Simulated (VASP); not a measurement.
# C (Fd-3m) in VASP: further runs

C is run at these levels: PBE; tasks: single point, relaxation of cell and atoms.

Everything below comes from runs of VASP 6.6.1. Logs are shortened: lines on timing, memory, paths and dates and some standing lists are left out, and cuts for length are marked.

**1. The cell of the first run**

It takes space group Fd-3m (No. 227, cubic). The conventional cell has a = 3.572 Å, b = 3.572 Å, c = 3.572 Å, α = 90.00°, β = 90.00°, γ = 90.00°. C (site symmetry -43m) has 4 C at 1.55 Å within 2.1 Å.

**2. Single point, PBE**

File INCAR:

```
SYSTEM = C
PREC = Accurate ; ENCUT = 600
EDIFF = 1E-6 ; ISMEAR = 0
SIGMA = 0.05 ; LREAL = .False.
LASPH = .True. ; NELM = 120
ALGO = Normal ; ISIF = 2
LWAVE = .False. ; LCHARG = .False.
GGA = PE ; NBANDS = 11
GGA_COMPAT = .False.
```

File KPOINTS:

```
regular mesh
0
Gamma
  19 19 19
  0 0 0
```

File POSCAR:

```
C
1.0
    0.0000000000      1.7857941891      1.7857941891
    1.7857941891      0.0000000000      1.7857941891
    1.7857941891      1.7857941891      0.0000000000
C
2
Direct
    1.0000000000      1.0000000000      1.0000000000
    0.2500000000      0.2500000000      0.2500000000
```

Potentials or basis: VASP PAW PBE potentials, release 64 (C).

Command:

```console
cat potpaw_PBE.64/C/POTCAR > POTCAR
mpirun -np 1 vasp_std > vasp.out
```

OUTCAR:

```text
SYSTEM = C
   PREC = Accurate
   ENCUT = 600
   EDIFF = 1E-6
   ISMEAR = 0
   LREAL = .False.
   LASPH = .True.
   NELM = 120
   ISIF = 2
   GGA = PE

 ion  position               nearest neighbor table
   1  0.000  0.000  0.000-   2 1.55   2 1.55   2 1.55   2 1.55
   2  0.250  0.250  0.250-   1 1.55   1 1.55   1 1.55   1 1.55

  LATTYP: Found a face centered cubic cell.
 ALAT       =     3.5715883782

  Lattice vectors:

 A1 = (   0.0000000000,   1.7857941891,   1.7857941891)
 A2 = (   1.7857941891,   0.0000000000,   1.7857941891)
 A3 = (   1.7857941891,   1.7857941891,   0.0000000000)

Analysis of symmetry for initial positions (statically):
=====================================================================
 Subroutine PRICEL returns:
 Original cell was already a primitive cell.

 Routine SETGRP: Setting up the symmetry group for a
 face centered cubic supercell.

 Subroutine GETGRP returns: Found 48 space group operations
 (whereof 24 operations were pure point group operations)
 out of a pool of 48 trial point group operations.

The static configuration has the point symmetry T_d .
 The point group associated with its full space group is O_h .

Analysis of symmetry for dynamics (positions and initial velocities):
=====================================================================
 Subroutine PRICEL returns:
 Original cell was already a primitive cell.

 Routine SETGRP: Setting up the symmetry group for a
 face centered cubic supercell.

 Subroutine GETGRP returns: Found 48 space group operations
 (whereof 24 operations were pure point group operations)
 out of a pool of 48 trial point group operations.

The dynamic configuration has the point symmetry T_d .
 The point group associated with its full space group is O_h .

 Subroutine INISYM returns: Found 48 space group operations
 (whereof 24 operations are pure point group operations),
 and found     1 'primitive' translations

----------------------------------------------------------------------------------------

                                     Primitive cell

  volume of cell :      11.3900

  direct lattice vectors                    reciprocal lattice vectors
[... 85 lines left out ...]
   ENCUT  =  600.0 eV  44.10 Ry    6.64 a.u.   5.04  5.04  5.04*2*pi/ulx,y,z
   NELM   =    120;   NELMIN=  2; NELMDL= -5     # of ELM steps
   EDIFF  = 0.1E-05   stopping-criterion for ELM
   LREAL  =      F    real-space projection
   EDIFFG = 0.1E-04   stopping-criterion for IOM
   NSW    =      0    number of steps for IOM
   IBRION =     -1    ionic relax: 0-MD 1-quasi-New 2-CG
   NFREE  =      0    steps in history (QN), initial steepest desc. (CG)
   ISIF   =      2    stress and relaxation
   ISYM   =      2    0-nonsym 1-usesym 2-fastsym
   POTIM  = 0.5000    time-step for ionic-motion
   TEBEG  =    0.0;   TEEND  =   0.0 temperature during run
   PSTRESS=    0.0 pullay stress
   NELECT =       8.0000    total number of electrons
   NUPDOWN=      -1.0000    fix difference up-down
   EMIN   =  10.00;   EMAX   =-10.00  energy-range for DOS
   EFERMI =   0.00;   METHOD = LEGACY
   ISMEAR =     0;   SIGMA  =   0.05  broadening in eV -4-tet -1-fermi 0-gaus
   EFERMI_NEDOS =   21; number of points for ismear=-14 and -15
   IALGO  =     38    algorithm
   IMIX   =      4    mixing-type and parameters
     AMIX     =   0.40;   BMIX     =  1.00
     AMIX_MAG =   1.60;   BMIX_MAG =  1.00
  volume/ion in A,a.u.               =       5.70        38.43
  Fermi-wavevector in a.u.,A,eV,Ry     =   1.455225  2.749976 28.812775  2.117679
  Thomas-Fermi vector in A             =   2.572284
   LORBIT       =      0    0 simple, 1 ext, 2 COOP (PROOUT), +10 PAW based schemes
   GGA     = PE    functional components
   LHFCALC =     F    Hartree Fock is set to
   AEXX    =    0.0000 exact exchange contribution
   IVDW    =     0    specifies the selected vdW correction
   LEPSILON=     F    determine dielectric tensor
   LRPA    =     F    only Hartree local field effects (RPA)
 non-spin polarized calculation
 Gauss-broadening in eV      SIGMA  =   0.05
  energy-cutoff  :      600.00
  volume of cell :       11.39
 maximum number of plane-waves:       388
   NGX =  9   NGY =  9   NGZ =  9

 number of electron       7.9999999 magnetization

 Free energy of the ion-electron system (eV)
  ---------------------------------------------------
  ext. energy  EPLUGINS =         0.00000000
  ---------------------------------------------------
  free energy    TOTEN  =       -18.19050035 eV

  energy without entropy =      -18.19050035  energy(sigma->0) =      -18.19050035

 E-fermi :   9.9273     XC(G=0): -13.2303

 val. band max:        9.6696433221   @ k =   0.0000   0.0000   0.0000
 cond. band min:      13.7902943217   @ k =   0.3684   0.3684   0.0000
 fundamental gap:      4.1206509997
 Fermi energy:         9.9272669824

 k-point     1 :       0.0000    0.0000    0.0000
  band No.  band energies     occupation
      1     -11.7521      2.00000
      2       9.6696      2.00000
      3       9.6696      2.00000
      4       9.6696      2.00000
      5      15.2487      0.00000
      6      15.2487      0.00000
      7      15.2487      0.00000
      8      22.9077      0.00000
      9      28.9126      0.00000
     10      36.1611      0.00000
     11      36.1611      0.00000
[... 309 lines left out ...]
 k-point    24 :      -0.2632    0.0526    0.0000
  band No.  band energies     occupation
      1      -9.5371      2.00000
      2       2.0992      2.00000
      3       7.0141      2.00000
      4       7.9707      2.00000
      5      17.4114      0.00000
      6      18.0967      0.00000
      7      18.1561      0.00000
      8      24.2792      0.00000
      9      30.4817      0.00000
     10      31.1334      0.00000
     11      33.0707      0.00000

 [... further k-points ...]
[... 5 lines left out ...]
  --------------------------------------------------------------------------------------
  -------------------------------------------------------------------------------------
  Total       -0.0006080     -0.0006080     -0.0006080      0.0000000      0.0000000     -0.0000000
  in kB       -0.0855234     -0.0855234     -0.0855234      0.0000000      0.0000000     -0.0000000
  external PRESSURE =      -0.0855234 kB  Pullay stress =       0.0000000 kB

 VOLUME and BASIS-vectors are now :
 -----------------------------------------------------------------------------
  energy-cutoff  :      600.00
  volume of cell :       11.39
      direct lattice vectors                 reciprocal lattice vectors
     0.000000000  1.785794189  1.785794189    -0.279987472  0.279987472  0.279987472
     1.785794189  0.000000000  1.785794189     0.279987472 -0.279987472  0.279987472
     1.785794189  1.785794189  0.000000000     0.279987472  0.279987472 -0.279987472

 POSITION                                       TOTAL-FORCE (eV/Angst)
 -----------------------------------------------------------------------------------
      0.00000      0.00000      0.00000         0.000000      0.000000     -0.000000
      0.89290      0.89290      0.89290        -0.000000      0.000000      0.000000
 -----------------------------------------------------------------------------------
    total drift:                                0.000000      0.000000      0.000000

  FREE ENERGIE OF THE ION-ELECTRON SYSTEM (eV)
  ---------------------------------------------------
  free  energy   TOTEN  =       -18.1905003466 eV

  energy  without entropy=      -18.1905003466  energy(sigma->0) =      -18.19050035
```

OSZICAR:

```text
N       E                     dE             d eps       ncg     rms          rms(c)
DAV:   1     0.232677937291E+01    0.23268E+01   -0.52931E+03  4880   0.808E+02
DAV:   2    -0.183923319954E+02   -0.20719E+02   -0.19980E+02  6263   0.132E+02
DAV:   3    -0.188195258031E+02   -0.42719E+00   -0.42626E+00  5752   0.148E+01
DAV:   4    -0.188202525176E+02   -0.72671E-03   -0.72670E-03  5164   0.753E-01
DAV:   5    -0.188202534187E+02   -0.90109E-06   -0.90111E-06  5624   0.254E-02    0.550E+00
DAV:   6    -0.183476951879E+02    0.47256E+00   -0.24636E-01  4960   0.350E+00    0.328E+00
DAV:   7    -0.181886399804E+02    0.15906E+00   -0.30243E-01  5245   0.392E+00    0.743E-01
DAV:   8    -0.181904394616E+02   -0.17995E-02   -0.85972E-03  5053   0.695E-01    0.433E-02
DAV:   9    -0.181904795922E+02   -0.40131E-04   -0.61021E-05  5819   0.632E-02    0.242E-02
DAV:  10    -0.181905002838E+02   -0.20692E-04   -0.15737E-05  5185   0.349E-02    0.525E-03
DAV:  11    -0.181905003466E+02   -0.62846E-07   -0.24757E-07  4300   0.457E-03
   1 F= -.18190500E+02 E0= -.18190500E+02  d E =-.364389E-16
```

stdout:

```text
POSCAR found type information on POSCAR C
 POSCAR found :  1 types and       2 ions
 scaLAPACK will be used
 LDA part: xc-table for (Slater+PW92), standard interpolation
 POSCAR, INCAR and KPOINTS ok, starting setup
 FFT: planning ... GRIDC
 FFT: planning ... GRID_SOFT
 FFT: planning ... GRID
 WAVECAR not read
 entering main loop
```

Wall time 52 s (1 thread of Intel Xeon 8259CL, shared host); peak memory 0.11 GiB.

What came out:

```
Free energy            : -18.1905 eV
Pressure               : 0.0 GPa
Band gap on the k mesh : 4.12 eV (least direct gap 5.58 eV)
```

Levels at points of the mesh, in eV from the valence-band top:
```csv
k point,band 1,band 2,band 3,band 4,band 5,band 6,band 7,band 8
"(0.00, 0.00, 0.00)",-21.42,0.00,0.00,0.00,5.58,5.58,5.58,13.24
```

Caveat: an odd mesh through Γ misses points on the zone boundary, where band edges can lie.

**3. Relaxation of cell and atoms, PBE**

This run uses another cell than the first one, of 8.74 Å³/atom.

File INCAR:

```
SYSTEM = C
ALGO = Normal
EDIFF = 1E-7
EDIFFG = -0.02
ENCUT = 600
GGA = PE
GGA_COMPAT = .FALSE.
IBRION = 2
ISIF = 3
ISMEAR = 0
LASPH = .TRUE.
LCHARG = .FALSE.
LREAL = .FALSE.
LWAVE = .FALSE.
NELM = 120
NELMIN = 4
NSW = 50
PREC = Accurate
SIGMA = 0.05
```

File KPOINTS:

```
k-points
0
G
  19 19 19
  0 0 0
```

File POSCAR:

```
C
1.0
    0.0000000000      2.0600000000      2.0600000000
    2.0600000000      0.0000000000      2.0600000000
    2.0600000000      2.0600000000      0.0000000000
C
2
Direct
    1.0000000000      1.0000000000      1.0000000000
    0.2500000000      0.2500000000      0.2500000000
```

Potentials or basis: VASP PAW PBE potentials, release 64 (C).

Command:

```console
cat potpaw_PBE.64/C/POTCAR > POTCAR
mpirun -np 1 vasp_std > vasp.out
```

Run time: 4 min. Hardware: 1 thread of Intel Xeon 8259CL, shared host; peak memory 0.13 GiB.

It converged, with:

```yaml
Free_energy: -18.2076 eV
Relaxed_volume: 5.69 Å³/atom
Relaxed_cell: a = 2.525 Å, b = 2.525 Å, c = 2.525 Å, α = 60.00°, β = 60.00°, γ = 60.00°
Space_group_after_relaxing_to_0.1_Å: Fd-3m (No. 227)
Energy_gained_by_relaxing: 1093.3 meV/atom
Ionic_steps: 7
Pressure_after_relaxing: 0.0 GPa
Band_gap_on_the_k_mesh: 4.12 eV (least direct gap 5.58 eV)
```

Step by step:
| step | energy change (eV) | largest force (eV/Å) | pressure (GPa) | volume (Å³) |
| --- | --- | --- | --- | --- |
| 1 | 0.0000 | 0.0000 | -80.12 | 17.48 |
| 2 | -0.7489 | 0.0000 | 204.29 | 8.59 |
| 3 | -2.1829 | 0.0000 | -6.60 | 11.57 |
| 4 | -2.1864 | 0.0000 | -1.62 | 11.43 |
| 5 | -2.1862 | 0.0000 | 2.38 | 11.33 |
| 6 | -2.1861 | 0.0000 | -2.53 | 11.46 |
| 7 | -2.1866 | 0.0000 | 0.01 | 11.39 |

Final structure:
```yaml
crystal:
  lattice:
    - [0.00000, 1.78578, 1.78578]
    - [1.78578, 0.00000, 1.78578]
    - [1.78578, 1.78578, 0.00000]
  atoms:
    - { symbol: C, position: [0.00000, 0.00000, 0.00000] }
    - { symbol: C, position: [0.25000, 0.25000, 0.25000] }
```

Levels at points of the mesh, in eV from the valence-band top:
```
           k point  band 1  band 2  band 3  band 4  band 5  band 6  band 7  band 8
(0.00, 0.00, 0.00)  -21.42    0.00    0.00    0.00    5.58    5.58    5.58   13.24
```

Caveat: the volume moved by over 15 % at a fixed basis, so the end points are rough; an odd mesh through Γ misses points on the zone boundary, where band edges can lie.
